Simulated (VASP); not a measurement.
Runs of VASP 6.6.1 on Ga2SeS2. The structure is that of space group P-3m1 (No. 164), or close to it. The cells are those of the table. 

| task | cell | k mesh | cutoff (eV) | gap on the mesh (eV) | pressure (GPa) | relaxed volume (Å³/atom) | largest force (eV/Å) |
| --- | --- | --- | --- | --- | --- | --- | --- |
| single point | a = 3.621, b = 3.621, c = 10.194 Å, angles 90.0, 90.0, 120.0°, 5 atoms | 12 × 12 × 4 | 520 | none | 0.0 | - | 0.01 |
| relaxation of cell and atoms | relaxed from a = 3.621, b = 3.621, c = 9.827 Å, angles 90.0, 90.0, 120.0°, 5 atoms | 12 × 12 × 4 | 600 | none | 0.0 | 22.28 | 0.01 |
| single point | a = 4.299, b = 4.299, c = 7.262 Å, angles 90.0, 90.0, 120.0°, 5 atoms | 6 × 6 × 4 | 520 | none | -6.8 | - | (b) |
| single point | a = 3.621, b = 3.621, c = 9.827 Å, angles 90.0, 90.0, 120.0°, 5 atoms | 6 × 6 × 4 | 520 | none | 0.0 | - | (a) |
| relaxation of cell and atoms | relaxed from a = 4.299, b = 4.299, c = 7.262 Å, angles 90.0, 90.0, 120.0°, 5 atoms | 6 × 6 × 4 | 600 | none | 0.1 | 21.81 | 0.02 |

Alike in all rows: level PBE; potentials or basis VASP PAW PBE potentials, release 64 (Ga_d, Se, S); no spin polarisation; smearing gaussian 0.1 eV.

Question: Fill in the values left out.

Answer: (a) 0.05; (b) 0.50.

Caveats: this functional lacks dispersion, which binds the layers, so the pressure and a relaxed spacing across them are unreliable (some runs).

A k mesh can miss the band edges, and the runs leave out spin-orbit coupling on Ga, Se.

A gap of «none» marks levels without a gap at the run's occupations.
